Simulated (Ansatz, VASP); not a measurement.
# Two plane-wave programs on LiF

File POSCAR:

```
LiF
1.0
    0.0000000000      2.0140017468      2.0140017468
    2.0140017468      0.0000000000      2.0140017468
    2.0140017468      2.0140017468      0.0000000000
Li F
1 1
Direct
    0.0000000000      0.0000000000      0.0000000000
    0.5000000000      0.5000000000      0.5000000000
```

File INCAR.step1:

```
  PREC = Accurate
  ENCUT = 520
  EDIFF = 1E-5
  ISMEAR = 0
  SIGMA = 0.05
  LREAL = False
  LASPH = True
  NELM = 100
  ALGO = Normal
  ISIF = 2
  LWAVE = True
  GGA = PE
  NBANDS = 12
```

File INCAR.step2:

```
  PREC = Accurate
  ENCUT = 520
  EDIFF = 1E-6
  ISMEAR = 0
  SIGMA = 0.05
  LREAL = False
  LASPH = True
  NELM = 100
  ALGO = Normal
  ISIF = 2
  LWAVE = False
  LCHARG = True
  METAGGA = R2SCAN
  LHFCALC = True
  AEXX = 0.25
  LMIXTAU = True
  PRECFOCK = Normal
  LELF = True
  LVHAR = True
  ISTART = 1
  NBANDS = 12
```

The input KPOINTS:

```
Automatic mesh
0
Gamma
  6 6 6
```

Input for Ansatz:

```yaml
crystal:
  lattice:
    - [0.0, 2.0140017468, 2.0140017468]
    - [2.0140017468, 0.0, 2.0140017468]
    - [2.0140017468, 2.0140017468, 0.0]
  atoms:
    - { symbol: Li, position: [0.0, 0.0, 0.0] }
    - { symbol: F, position: [0.5, 0.5, 0.5] }
basis:
  ecutwfc: 500
  ecutrho_ratio: 4
kpoints:
  mp_grid: { grid: [6, 6, 6] }
hamiltonian:
  xc: r2scan0
scf:
  occupations: { method: gaussian, width: 0.05 }
  n_extra_bands: 9
output:
  forces: true
  stress: true
  eigenvalues: true
  populations: true
  dos: { projected: true, de: 0.02 }
```

Alike in both runs: task single point; functional r2SCAN0; k mesh 6 × 6 × 6; occupations gaussian, width 0.05 eV; no spin polarisation.

```csv
,VASP,Ansatz
version,VASP 6.6.1,Ansatz 0.2.0
potentials or method,"VASP PAW PBE potentials, release 64 (Li_sv, F), cutoff 520 eV","scalar-relativistic, plane waves, PAW"
valence electrons in the cell,10,10
```

```tsv
	VASP	Ansatz	Ansatz less VASP
gap on the k mesh at the Fermi level (eV)	12.92	12.78	-0.132
least direct gap on the mesh (eV)	12.92	12.78	-0.132
```

VASP's potentials were made for PBE, not for r2SCAN0. Ansatz's warnings: stress exchange threshold loose, stress scf threshold loose.

The k mesh is coarse, so the values compare programs but aren't converged. Noted on VASP's run: the cutoff is short for stress, so the pressure is rough.
